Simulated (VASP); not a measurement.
Set up this calculation in VASP 6.6.1, as the native input.

```
Task                   : single point
Functional             : PBE
Potentials or basis    : VASP PAW PBE potentials, release 64 (Si, C)
Cutoff                 : 600 eV
k mesh                 : 10 × 10 × 10
Occupations            : gaussian, width 0.02 eV
Spin                   : no spin polarisation
Dipole correction      : no
Further INCAR settings : ALGO = Normal; EDIFF = 1e-06; NBANDS = 11
```

The structure of SiC lies in POSCAR:

```
SiC
1.0
    0.0000000000      2.1221001957      2.1221001957
    2.1221001957      0.0000000000      2.1221001957
    2.1221001957      2.1221001957      0.0000000000
Si C
1 1
Direct
    0.0000000000      0.0000000000      0.0000000000
    0.2500000000      0.2500000000      0.2500000000
```

The input as run:

INCAR

```
PREC = Accurate ; ENCUT = 600
EDIFF = 1E-6 ; ISMEAR = 0
SIGMA = 0.02 ; LREAL = F
LASPH = T ; NELM = 120
ALGO = Normal ; ISIF = 2
LWAVE = F ; LCHARG = T
GGA = PE ; LELF = T
LVHAR = T ; NBANDS = 11
GGA_COMPAT = F
```

KPOINTS

```
Automatic mesh
0
Gamma
  10 10 10
```

Potentials or basis: VASP PAW PBE potentials, release 64 (Si, C).

The run is started by

```console
$ cat potpaw_PBE.64/Si/POTCAR potpaw_PBE.64/C/POTCAR > POTCAR
$ mpirun -np 1 vasp_std > vasp.out
```

It gave:

```yaml
Pressure: 23.8 GPa
Band_gap_on_the_k_mesh: 1.28 eV (least direct gap 4.62 eV)
```

Caveat: the cell stands under pressure.

Wall time 5.6 s on 1 thread of Intel(R) Xeon(R) Platinum 8488C (Sapphire Rapids), with other jobs on the host, peak memory 0.13 GiB.
